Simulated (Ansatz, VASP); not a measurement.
## Two plane-wave programs on AlGa3N4

```xyz
8
Lattice="4.4361 0.2061 0.2061 0.2061 4.4361 0.2061 0.2061 0.2061 4.4361" Properties=species:S:1:pos:R:3 pbc="T T T"
Al    0.0000    0.0000    0.0000
Ga    2.3211    2.3211    0.2061
Ga    2.3211    0.2061    2.3211
Ga    0.2061    2.3211    2.3211
N     3.5545    3.5545    1.3989
N     3.5545    1.3989    3.5545
N     1.3989    3.5545    3.5545
N     1.1888    1.1888    1.1888
```

Alike in both runs: task single point; functional LDA; k mesh 6 × 6 × 6; occupations gaussian, width 0.05 eV; no spin polarisation.

```csv
,VASP,Ansatz
version,VASP 6.6.1,Ansatz 0.2.0
potentials or method,"VASP PAW LDA potentials, release 64 (Al, Ga_d, N), cutoff 520 eV","scalar-relativistic, plane waves, PAW"
valence electrons in the cell,62,62
```

Ansatz gave:

| Quantity | Value |
| --- | --- |
| gap on the k mesh at the Fermi level (eV) | 1.72 |
| least direct gap on the mesh (eV) | 1.72 |
| pressure (GPa) | 5.0 |
| traceless stress, the component that is largest in VASP (GPa) | -17.14 |
| rms of the force components (eV/Å) | 0.428 |

Q: Which values does VASP return?

A: gap on the k mesh at the Fermi level (eV): 1.72; least direct gap on the mesh (eV): 1.72; pressure (GPa): 6.0; traceless stress, the component that is largest in VASP (GPa): -17.42; rms of the force components (eV/Å): 0.459.

Ansatz warns that its potentials were made for another functional, while VASP's fit it. LDA's correlation is that of Perdew and Zunger in VASP and of Perdew and Wang (1992) in Ansatz. Atom by atom the forces differ by 0.033 eV/Å (rms over components).
